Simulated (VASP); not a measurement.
Crystal: BaHfO3.

```
Ba Hf O
1.0
     4.20610    0.00000    0.00000
     0.00000    4.20610    0.00000
     0.00000    0.00000    4.20607
Ba Hf O
1 1 3
Direct
  0.50000 0.50000 0.99798
  0.00000 0.00000 0.49799
  0.00000 0.50000 0.49802
  0.50000 0.00000 0.49802
  0.00000 0.00000 0.99801
```

```yaml
Program: VASP 6.6.1
Task: relaxation of cell and atoms
Functional: PBEsol
Potentials_or_basis: VASP PAW PBE potentials, release 64 (Ba_sv, Hf_pv, O)
Cutoff: 600 eV
k_mesh: 6 × 6 × 6
Occupations: fermi-dirac, width 0.02 eV
Spin: no spin polarisation
```

At the start: pressure -6.0 GPa; volume 14.88 Å³/atom.

Question: Where does the relaxation end?

Answer: Over 5 steps the energy falls by 10.8 meV/atom and the volume is 14.33 Å³/atom (-3.7 %); space group Pm-3m (No. 221, to 0.1 Å) before and after.

The path:
| step | energy change (eV) | largest force (eV/Å) | pressure (GPa) | volume (Å³) |
| --- | --- | --- | --- | --- |
| 1 | 0.0000 | 0.0003 | -6.03 | 74.41 |
| 2 | 0.0246 | 0.0005 | 8.46 | 68.54 |
| 3 | -0.0540 | 0.0004 | -0.06 | 71.67 |
| 4 | -0.0540 | 0.0004 | 0.06 | 71.61 |
| 5 | -0.0540 | 0.0003 | -0.04 | 71.66 |

Final structure:
```yaml
crystal:
  lattice:
    - [4.15366, 0.00000, 0.00000]
    - [0.00000, 4.15366, 0.00000]
    - [0.00000, 0.00000, 4.15365]
  atoms:
    - { symbol: Ba, position: [0.50000, 0.50000, 0.99798] }
    - { symbol: Hf, position: [0.00000, 0.00000, 0.49800] }
    - { symbol: O, position: [0.00000, 0.50000, 0.49802] }
    - { symbol: O, position: [0.50000, 0.00000, 0.49802] }
    - { symbol: O, position: [0.00000, 0.00000, 0.99801] }
```

Caveat: the PAW data sets were made with another functional, which shifts forces and pressure a little.
